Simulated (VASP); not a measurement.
The system is As.

```
As
1.0
     1.88080    1.08588    3.51406
    -1.88080    1.08588    3.51406
     0.00000   -2.17176    3.51406
As
2
Direct
  0.77400 0.77400 0.77400
  0.22600 0.22600 0.22600
```

- Program: VASP 6.6.1
- Task: relaxation of volume and atoms at fixed shape
- Functional: LDA
- Potentials or basis: VASP PAW LDA potentials, release 64 (As)
- Cutoff: 600 eV
- k mesh: 8 × 8 × 8
- Occupations: gaussian, width 0.05 eV
- Spin: no spin polarisation

At the start: pressure -0.9 GPa; volume 21.53 Å³/atom.

How do energy, volume and symmetry change on relaxing?

Over 5 steps the energy falls by 7.7 meV/atom and the volume is 20.80 Å³/atom (-3.4 %); space group R-3m (No. 166, to 0.1 Å) before and after.

The path:
```
step  energy change (eV)  largest force (eV/Å)  pressure (GPa)  volume (Å³)
   1              0.0000                0.3193           -0.93        43.06
   2             -0.0105                0.1899           -0.34        42.29
   3             -0.0151                0.0579            0.40        41.46
   4             -0.0149                0.0758           -0.46        41.77
   5             -0.0154                0.0027            0.00        41.60
```

Final structure:
```
CELL_PARAMETERS angstrom
1.85928 1.07346 3.47386
-1.85928 1.07346 3.47386
0.00000 -2.14691 3.47386
ATOMIC_POSITIONS crystal
As 0.77073 0.77073 0.77073
As 0.22927 0.22927 0.22927
```
